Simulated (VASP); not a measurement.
# Zn: relaxation of shape and atoms at fixed volume with PBE

Crystal: Zn.

```
CELL_PARAMETERS angstrom
2.57704 0.00000 0.00000
-1.28852 2.23178 0.00000
0.00000 0.00000 4.69376
ATOMIC_POSITIONS crystal
Zn 0.33333 0.66667 0.25000
Zn 0.66667 0.33333 0.75000
```

- Program: VASP 6.6.1
- Task: relaxation of shape and atoms at fixed volume
- Functional: PBE
- Potentials or basis: VASP PAW PBE potentials, release 64 (Zn)
- Cutoff: 600 eV
- k mesh: 18 × 18 × 8
- Occupations: gaussian, width 0.1 eV
- Spin: no spin polarisation
- Dipole correction: no
- Further INCAR settings: ALGO = Normal; EDIFF = 1e-06; IBRION = 2; EDIFFG = -0.01; NSW = 50; ISIF = 4

```json
{
  "Energy gained by relaxing": "0.4 meV/atom",
  "Ionic steps": "4",
  "Pressure after relaxing": "11.1 GPa",
  "Band gap on the k mesh": "zero (bands 12 and 13 overlap by 3.89 eV)"
}
```

Stress tensor (GPa, compression positive):
```
11.03  0.00  0.00
 0.00 11.03  0.00
 0.00  0.00 11.16
```

The path:
```csv
step,energy change (eV),largest force (eV/Å),pressure (GPa),volume (Å³)
1,0.0000,0.0000,11.54,27.00
2,-0.0006,0.0000,11.45,27.00
3,-0.0010,0.0000,11.30,27.00
4,-0.0009,0.0000,11.07,27.00
```

Final structure:
```
Zn
1.0
     2.59962    0.00000    0.00000
    -1.29981    2.25134    0.00000
     0.00000    0.00000    4.61258
Zn
2
Direct
  0.33333 0.66667 0.25000
  0.66667 0.33333 0.75000
```

Levels at points of the mesh, in eV from the Fermi level:
| k point | band 10 | band 11 | band 12 | band 13 | band 14 | band 15 |
| --- | --- | --- | --- | --- | --- | --- |
| (0.00, 0.00, 0.00) | -7.38 | -7.38 | -4.11 | -2.46 | 16.35 | 17.97 |
| (0.50, 0.00, 0.00) | -7.19 | -3.48 | -2.55 | 3.17 | 3.60 | 5.04 |
| (0.00, 0.00, 0.50) | -7.50 | -7.50 | -7.50 | 5.86 | 5.86 | 19.52 |
| (0.50, 0.00, 0.50) | -7.20 | -2.42 | -2.42 | 0.14 | 0.14 | 11.55 |

Wall time 2.1 min on 1 thread of AMD EPYC 9R45 96-Core Processor (Zen 5), on a shared host, peak memory 0.19 GiB.
